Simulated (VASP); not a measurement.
Input of a VASP 6.6.1 run:

File INCAR:

```
SYSTEM = Ti4C
  PREC = Accurate
  ENCUT = 520
  EDIFF = 1E-7
  ISMEAR = 0
  SIGMA = 0.1
  LREAL = .FALSE.
  LASPH = .TRUE.
  NELM = 60
  ALGO = Normal
  ISIF = 2
  LWAVE = .FALSE.
  LCHARG = .FALSE.
  LDIPOL = .TRUE.
  IDIPOL = 3
  DIPOL = 0.5 0.5 0.346
  GGA = PE
  NBANDS = 34
```

File KPOINTS:

```
Automatic mesh
0
G
  9 7 1
  0 0 0
```

File POSCAR:

```
Ti4C
1.0
    2.9076478547      0.0000000000      0.0000000000
    0.0000000000      4.1120350307      0.0000000000
    0.0000000000      0.0000000000     19.6538060989
Ti C
4 1
Direct
    0.5000000000      0.5000000000      0.2035229197
    0.0000000000      0.0000000000      0.2774945423
    0.5000000000      0.5000000000      0.3439527020
    0.0000000000      0.0000000000      0.4148716059
    0.3333333333      0.0000000000      0.4892033893
```

Potentials or basis: VASP PAW PBE potentials, release 64 (Ti_sv, C).

Launch:

```sh
$ cat potpaw_PBE.64/Ti_sv/POTCAR potpaw_PBE.64/C/POTCAR > POTCAR
$ mpirun -np 1 vasp_std > vasp.out
```

Q: Predict the band gap on the k mesh.

A: Zero (band 26 reaches -0.64 eV, above the bottom of band 27 at -0.89 eV).

Q: Estimate the largest force.

A: 2.691 eV/Å.

Forces on the atoms (eV/Å):
```
Ti   0.021  0.000  0.350
Ti  -0.232  0.000 -0.291
Ti   0.321  0.000 -0.557
Ti  -2.657  0.000  0.428
C    2.546  0.000  0.071
```
